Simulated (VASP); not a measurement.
# TiO2 (P1) in VASP: a series of runs

Runs on TiO2. Level: PBE+D3(BJ). Tasks: single point.

Everything below comes from runs of VASP 6.6.1. Logs are shortened: lines on timing, memory, paths and dates and some standing lists are left out, and cuts for length are marked.

## (1) The cell of the first run

The typed cell holds 12 atoms: a = 3.845 Å, b = 3.845 Å, c = 9.773 Å, α = 90.00°, β = 90.00°, γ = 90.00°.

## (2) Single point, PBE+D3(BJ)

Contents of INCAR:

```
SYSTEM = TiO2
PREC = Accurate
ENCUT = 520
EDIFF = 1E-6
ISMEAR = -1
SIGMA = 0.3
LREAL = .False.
LASPH = .True.
NELM = 60
ALGO = Normal
ISIF = 2
LWAVE = .False.
LCHARG = .False.
GGA = PE
IVDW = 12
NBANDS = 60
```

Contents of KPOINTS:

```
Automatic mesh
0
Gamma
  4 4 2
  0 0 0
```

Contents of POSCAR:

```
TiO2
1.0
    3.8445600000      0.0000000000      0.0000000000
    0.0000000000      3.8445600000      0.0000000000
    0.0000000000      0.0000000000      9.7726730000
Ti O
4 8
Direct
   -0.0132394864     -0.0607351687     -0.0861483854
    0.0302245250      0.3019591319      0.1807284455
    0.5141290551      0.4161984726      0.4379047575
    0.4398422706     -0.0661974322      0.6824437899
    0.0593045758      0.4249120836      0.4078924978
    0.0517614499     -0.1774975550      0.1562520305
   -0.0698129305      0.3903437585     -0.0099870322
   -0.0167509416     -0.0894250577      0.7174700310
    0.4493882265     -0.0628160310      0.8923556534
    0.5072361987      0.4154701708      0.6784530701
    0.5614686726     -0.1313544333      0.5139126214
    0.5722111243      0.3455011757      0.2500339467
```

Potentials or basis: VASP PAW PBE potentials, release 64 (Ti_sv, O).

On the command line:

```console
cat potpaw_PBE.64/Ti_sv/POTCAR potpaw_PBE.64/O/POTCAR > POTCAR
mpirun -np 1 vasp_std > vasp.out
```

OUTCAR:

```text
SYSTEM = TiO2
   PREC = Accurate
   ENCUT = 520
   EDIFF = 1E-6
   ISMEAR = -1
   LREAL = .False.
   LASPH = .True.
   NELM = 60
   ISIF = 2
   GGA = PE
   IVDW = 12
 IVDW          = 12

 ion  position               nearest neighbor table
   1  0.987  0.939  0.914-   9 1.79   7 1.90   8 1.92   9 2.08   7 2.25   6 2.42   4 2.85
   2  0.030  0.302  0.181-   6 1.86  12 1.89   7 1.93   6 2.02  12 2.20   5 2.27
   3  0.514  0.416  0.438-   5 1.77  12 1.87  11 1.90   5 2.12  11 2.24  10 2.35
   4  0.440  0.934  0.682-  11 1.73   8 1.79  10 1.87  10 2.01   9 2.05   8 2.12   1 2.85
   5  0.059  0.425  0.408-   3 1.77   3 2.12   2 2.27
   6  0.052  0.823  0.156-   2 1.86   2 2.02   1 2.42
   7  0.930  0.390  0.990-   1 1.90   2 1.93   1 2.25
   8  0.983  0.911  0.717-   4 1.79   1 1.92   4 2.12
   9  0.449  0.937  0.892-   1 1.79   4 2.05   1 2.08
  10  0.507  0.415  0.678-   4 1.87   4 2.01   3 2.35
  11  0.561  0.869  0.514-   4 1.73   3 1.90   3 2.24
  12  0.572  0.346  0.250-   3 1.87   2 1.89   2 2.20

  LATTYP: Found a simple tetragonal cell.
 ALAT       =     3.8445600000
 C/A-ratio  =     2.5419483634

  Lattice vectors:

 A1 = (   3.8445600000,   0.0000000000,   0.0000000000)
 A2 = (   0.0000000000,   3.8445600000,   0.0000000000)
 A3 = (   0.0000000000,   0.0000000000,   9.7726730000)

Analysis of symmetry for initial positions (statically):
=====================================================================
 Subroutine PRICEL returns:
 Original cell was already a primitive cell.

 Routine SETGRP: Setting up the symmetry group for a
 simple tetragonal supercell.

 Subroutine GETGRP returns: Found  1 space group operations
 (whereof  1 operations were pure point group operations)
 out of a pool of 16 trial point group operations.

The static configuration has the point symmetry C_1 .

Analysis of symmetry for dynamics (positions and initial velocities):
=====================================================================
 Subroutine PRICEL returns:
 Original cell was already a primitive cell.

 Routine SETGRP: Setting up the symmetry group for a
 simple tetragonal supercell.

 Subroutine GETGRP returns: Found  1 space group operations
 (whereof  1 operations were pure point group operations)
 out of a pool of 16 trial point group operations.

The dynamic configuration has the point symmetry C_1 .

[... 121 lines left out ...]
   POTIM  = 0.5000    time-step for ionic-motion
   TEBEG  =    0.0;   TEEND  =   0.0 temperature during run
   PSTRESS=    0.0 pullay stress
   NELECT =      96.0000    total number of electrons
   NUPDOWN=      -1.0000    fix difference up-down
   EMIN   =  10.00;   EMAX   =-10.00  energy-range for DOS
   EFERMI =   0.00;   METHOD = LEGACY
   ISMEAR =    -1;   SIGMA  =   0.30  broadening in eV -4-tet -1-fermi 0-gaus
   EFERMI_NEDOS =   21; number of points for ismear=-14 and -15
   IALGO  =     38    algorithm
   IMIX   =      4    mixing-type and parameters
     AMIX     =   0.40;   BMIX     =  1.00
     AMIX_MAG =   1.60;   BMIX_MAG =  1.00
  volume/ion in A,a.u.               =      12.04        81.23
  Fermi-wavevector in a.u.,A,eV,Ry     =   1.428663  2.699781 27.770538  2.041077
  Thomas-Fermi vector in A             =   2.548700
   LORBIT       =      0    0 simple, 1 ext, 2 COOP (PROOUT), +10 PAW based schemes
   GGA     = PE    functional components
   LHFCALC =     F    Hartree Fock is set to
   AEXX    =    0.0000 exact exchange contribution
   IVDW    =    12    specifies the selected vdW correction
   LEPSILON=     F    determine dielectric tensor
   LRPA    =     F    only Hartree local field effects (RPA)
 non-spin polarized calculation
  energy-cutoff  :      520.00
  volume of cell :      144.45
 maximum number of plane-waves:      3936
 NGX is ok and might be reduce to    30
   NGX = 15   NGY = 15   NGZ = 37

 number of electron      96.0000005 magnetization

 Free energy of the ion-electron system (eV)
  ---------------------------------------------------
  ext. energy  EPLUGINS =         0.00000000
  ---------------------------------------------------
  free energy    TOTEN  =      -105.35552487 eV

  energy without entropy =     -105.19515352  energy(sigma->0) =     -105.27533919

 E-fermi :   4.2726     XC(G=0): -10.4217

 val. band max:        3.4122714240   @ k =   0.5000   0.5000   0.0000
 cond. band min:       5.3647269679   @ k =   0.0000   0.0000   0.0000
 fundamental gap:      1.9524555438
 Fermi energy:         4.2725637402

 k-point     1 :       0.0000    0.0000    0.0000
  band No.  band energies     occupation
      1     -53.6308      2.00000
      2     -53.5412      2.00000
      3     -53.4753      2.00000
      4     -52.6722      2.00000
      5     -30.0289      2.00000
      6     -29.9200      2.00000
[... 1249 lines left out ...]
     59       7.6600      0.00002
     60       7.9068      0.00001

------------------------ aborting loop because EDIFF is reached ----------------------------------------

 Edisp (eV)   -2.54978

 E8    (eV) :    -1.0120

  FORCE on cell =-STRESS in cart. coord.  units (eV):
  Direction    XX          YY          ZZ          XY          YZ          ZX
  --------------------------------------------------------------------------------------
  -------------------------------------------------------------------------------------
  Total       2.99758    -7.36731     3.26700     1.38647     2.48712    -1.40853
  in kB      33.24872   -81.71708    36.23706    15.37855    27.58679   -15.62318
  external pressure =       -4.08 kB  Pullay stress =        0.00 kB

 VOLUME and BASIS-vectors are now :
 -----------------------------------------------------------------------------
  energy-cutoff  :      520.00
  volume of cell :      144.45
      direct lattice vectors                 reciprocal lattice vectors
     3.844560000  0.000000000  0.000000000     0.260107789  0.000000000  0.000000000
     0.000000000  3.844560000  0.000000000     0.000000000  0.260107789  0.000000000
     0.000000000  0.000000000  9.772673000     0.000000000  0.000000000  0.102326150

 POSITION                                       TOTAL-FORCE (eV/Angst)
 -----------------------------------------------------------------------------------
      3.79366      3.61106      8.93077        -0.702694     -1.025154      0.940368
      0.11620      1.16090      1.76620         0.281675      0.214144      0.695068
      1.97660      1.60010      4.27950         0.657393     -0.678734      1.656956
      1.69100      3.59006      6.66930         1.449746      0.534722      2.681612
      0.22800      1.63360      3.98620        -0.180545     -0.524730     -0.163201
      0.19900      3.16216      1.52700         0.298766      2.275100     -0.215755
      3.57616      1.50070      9.67507         0.520637     -0.608622     -0.673375
      3.78016      3.50076      7.01160        -1.752790      0.143746      1.577236
      1.72770      3.60306      8.72070         0.834427     -0.460127      0.507333
      1.95010      1.59730      6.63030        -0.531372     -0.836042     -0.949407
      2.15860      3.33956      5.02230         0.204648      1.472342     -5.136918
      2.19990      1.32830      2.44350        -1.079891     -0.506645     -0.919918
 -----------------------------------------------------------------------------------
    total drift:                               -0.000340     -0.001002     -0.000171

  FREE ENERGIE OF THE ION-ELECTRON SYSTEM (eV)
  ---------------------------------------------------
  free  energy   TOTEN  =      -107.9053065136 eV

  energy  without entropy=     -107.7449351601  energy(sigma->0) =     -107.82512084
```

OSZICAR:

```text
N       E                     dE             d eps       ncg     rms          rms(c)
DAV:   1     0.150658781568E+04    0.15066E+04   -0.47592E+04  2400   0.186E+03
DAV:   2     0.178553055564E+03   -0.13280E+04   -0.12593E+04  2456   0.575E+02
DAV:   3    -0.115791005610E+03   -0.29434E+03   -0.28115E+03  3052   0.239E+02
DAV:   4    -0.138140231888E+03   -0.22349E+02   -0.22277E+02  3552   0.720E+01
DAV:   5    -0.139598213790E+03   -0.14580E+01   -0.14569E+01  3744   0.149E+01    0.464E+01
DAV:   6    -0.107364295711E+03    0.32234E+02   -0.21610E+02  3480   0.100E+02    0.212E+01
DAV:   7    -0.106648093987E+03    0.71620E+00   -0.54029E+01  3392   0.444E+01    0.136E+01
DAV:   8    -0.105348428334E+03    0.12997E+01   -0.76177E+00  3520   0.241E+01    0.505E+00
DAV:   9    -0.105439657352E+03   -0.91229E-01   -0.18531E+00  3464   0.822E+00    0.335E+00
DAV:  10    -0.105348307265E+03    0.91350E-01   -0.44540E-01  3368   0.452E+00    0.140E+00
DAV:  11    -0.105352688922E+03   -0.43817E-02   -0.68924E-02  3344   0.196E+00    0.503E-01
DAV:  12    -0.105355934244E+03   -0.32453E-02   -0.17307E-02  3400   0.110E+00    0.206E-01
DAV:  13    -0.105355474115E+03    0.46013E-03   -0.29394E-03  3656   0.544E-01    0.875E-02
DAV:  14    -0.105355489445E+03   -0.15330E-04   -0.86625E-04  3496   0.183E-01    0.404E-02
DAV:  15    -0.105355507701E+03   -0.18256E-04   -0.11637E-04  3472   0.711E-02    0.272E-02
DAV:  16    -0.105355520738E+03   -0.13037E-04   -0.58867E-05  3560   0.483E-02    0.120E-02
DAV:  17    -0.105355524014E+03   -0.32754E-05   -0.98106E-06  2952   0.226E-02    0.634E-03
DAV:  18    -0.105355524871E+03   -0.85714E-06   -0.34032E-06  2080   0.132E-02
   1 F= -.10790531E+03 E0= -.10782512E+03  d E =-.160371E+00
```

Run time: 6.3 min. Hardware: 1 thread of Intel Xeon Platinum 8375C at 2.90GHz (Ice Lake), shared host; peak memory 0.32 GiB.

Results:

| Property | Result |
| --- | --- |
| Free energy | -107.9053 eV |
| Pressure | -0.4 GPa |
| Largest force | 5.348 eV/Å |
| Band gap on the k mesh | 1.95 eV (least direct gap 2.29 eV) |
| Dispersion energy per atom | -0.212 eV |

Forces in eV/Å, atoms in the order of the input:
```
Ti  -0.703 -1.025  0.940
Ti   0.282  0.214  0.695
Ti   0.657 -0.679  1.657
Ti   1.450  0.535  2.682
O   -0.181 -0.525 -0.163
O    0.299  2.275 -0.216
O    0.521 -0.609 -0.673
O   -1.753  0.144  1.577
O    0.834 -0.460  0.507
O   -0.531 -0.836 -0.949
O    0.205  1.472 -5.137
O   -1.080 -0.507 -0.920
```

Levels at points of the mesh, in eV from the valence-band top:
```tsv
k point	band 44	band 45	band 46	band 47	band 48	band 49	band 50	band 51	band 52	band 53
(0.00, 0.00, 0.00)	-1.13	-1.02	-0.92	-0.76	-0.50	1.95	2.14	2.19	2.65	2.84
(0.50, 0.00, 0.00)	-1.31	-1.16	-1.00	-0.91	-0.75	2.39	2.51	2.68	2.92	3.21
(0.00, 0.50, 0.00)	-1.45	-1.35	-1.30	-1.24	-0.85	2.25	2.30	2.56	2.68	2.73
(0.50, 0.50, 0.00)	-1.69	-0.91	-0.83	-0.58	0.00	2.30	2.35	2.70	3.21	3.24
(0.00, 0.00, 0.50)	-1.17	-0.98	-0.90	-0.82	-0.51	1.96	2.15	2.19	2.65	2.83
(0.50, 0.00, 0.50)	-1.31	-1.09	-0.99	-0.86	-0.73	2.39	2.55	2.64	2.92	3.20
(0.00, 0.50, 0.50)	-1.47	-1.43	-1.36	-1.15	-0.77	2.25	2.28	2.56	2.65	2.76
(0.50, 0.50, 0.50)	-1.43	-1.06	-0.95	-0.65	-0.01	2.28	2.39	2.69	3.17	3.25
```

Caveat: the atoms stand as in a frame of molecular dynamics; forces of over 1 eV/Å act on the atoms, so gaps and moduli don't describe the material at rest. A k mesh can miss the band edges.

## (3) Single point, PBE+D3(BJ)

Contents of INCAR:

```
SYSTEM = TiO2
  ALGO = Normal
  EDIFF = 1E-6
  ENCUT = 520
  GGA = PE
  ISIF = 2
  ISMEAR = -1
  IVDW = 12
  LASPH = .True.
  LCHARG = .False.
  LREAL = .False.
  LWAVE = .False.
  NBANDS = 60
  NELM = 60
  PREC = Accurate
  SIGMA = 0.3
```

Contents of KPOINTS:

```
k-points
0
Gamma
  4 4 2
  0 0 0
```

Contents of POSCAR:

```
TiO2
1.0
    3.8445600000      0.0000000000      0.0000000000
    0.0000000000      3.8445600000      0.0000000000
    0.0000000000      0.0000000000      9.7726730000
Ti O
4 8
Direct
   -0.0378977048     -0.0949653536     -0.0562589171
   -0.0010924527      0.3625642466      0.1995052940
    0.4946209709      0.4038953742      0.4419466404
    0.4763353934     -0.0725180515      0.6844698477
    0.0051241234      0.3777025199      0.3890440210
    0.0025750671     -0.0891909607      0.1317039872
   -0.0222392159      0.4340418669     -0.0249573479
   -0.0265570052     -0.1027425765      0.7235686695
    0.5048692178     -0.0605530932      0.8941975241
    0.4268889028      0.4171608715      0.6325188615
    0.5543417192     -0.0880985080      0.4917794753
    0.5116320203      0.4052219240      0.2395352837
```

Potentials or basis: VASP PAW PBE potentials, release 64 (Ti_sv, O).

On the command line:

```console
cat potpaw_PBE.64/Ti_sv/POTCAR potpaw_PBE.64/O/POTCAR > POTCAR
mpirun -np 1 vasp_std > vasp.out
```

Run time: 6 min. Hardware: 1 thread of Intel Xeon Platinum 8375C at 2.90GHz (Ice Lake), shared host; peak memory 0.31 GiB.

The run converged. Its results:

```yaml
Free_energy: -109.3451 eV
Pressure: -2.7 GPa
Largest_force: 2.972 eV/Å
Band_gap_on_the_k_mesh: 1.82 eV (least direct gap 2.18 eV)
Dispersion_energy_per_atom: -0.212 eV
```

Forces in eV/Å, atoms in the order of the input:
```
Ti   0.586  0.182 -2.500
Ti   0.095  0.893 -2.405
Ti   0.412 -0.028  0.321
Ti  -0.097 -0.203  1.467
O    0.337  0.201  1.300
O    0.180  0.097  2.965
O    0.239 -1.122  0.677
O    0.427  0.243  0.185
O   -1.557 -0.024 -0.438
O    0.204 -0.238  0.944
O   -0.311 -0.081 -1.741
O   -0.514  0.080 -0.776
```

Stress tensor (GPa, compression positive):
```
-6.29  0.14 -0.94
 0.14 -5.27  1.10
-0.94  1.10  3.36
```

Levels at points of the mesh, in eV from the valence-band top:
| k point | band 44 | band 45 | band 46 | band 47 | band 48 | band 49 | band 50 | band 51 | band 52 | band 53 |
| --- | --- | --- | --- | --- | --- | --- | --- | --- | --- | --- |
| (0.00, 0.00, 0.00) | -1.17 | -0.91 | -0.73 | -0.53 | -0.36 | 1.82 | 2.03 | 2.28 | 2.74 | 3.06 |
| (0.50, 0.00, 0.00) | -1.46 | -1.13 | -1.02 | -0.87 | -0.82 | 2.46 | 2.67 | 2.75 | 2.83 | 3.03 |
| (0.00, 0.50, 0.00) | -1.46 | -1.16 | -0.96 | -0.88 | -0.74 | 2.28 | 2.50 | 2.60 | 2.69 | 2.81 |
| (0.50, 0.50, 0.00) | -1.82 | -1.01 | -0.80 | -0.39 | 0.00 | 2.36 | 2.53 | 2.62 | 2.73 | 3.04 |
| (0.00, 0.00, 0.50) | -1.18 | -0.92 | -0.73 | -0.54 | -0.36 | 1.82 | 2.03 | 2.28 | 2.73 | 3.08 |
| (0.50, 0.00, 0.50) | -1.29 | -1.08 | -1.02 | -0.80 | -0.77 | 2.44 | 2.67 | 2.73 | 2.84 | 3.06 |
| (0.00, 0.50, 0.50) | -1.45 | -1.11 | -0.89 | -0.80 | -0.71 | 2.26 | 2.49 | 2.58 | 2.69 | 2.83 |
| (0.50, 0.50, 0.50) | -1.54 | -1.27 | -1.04 | -0.53 | -0.12 | 2.41 | 2.58 | 2.70 | 2.82 | 2.98 |

Caveat: the atoms stand as in a frame of molecular dynamics; forces of over 1 eV/Å act on the atoms, so gaps and moduli don't describe the material at rest.
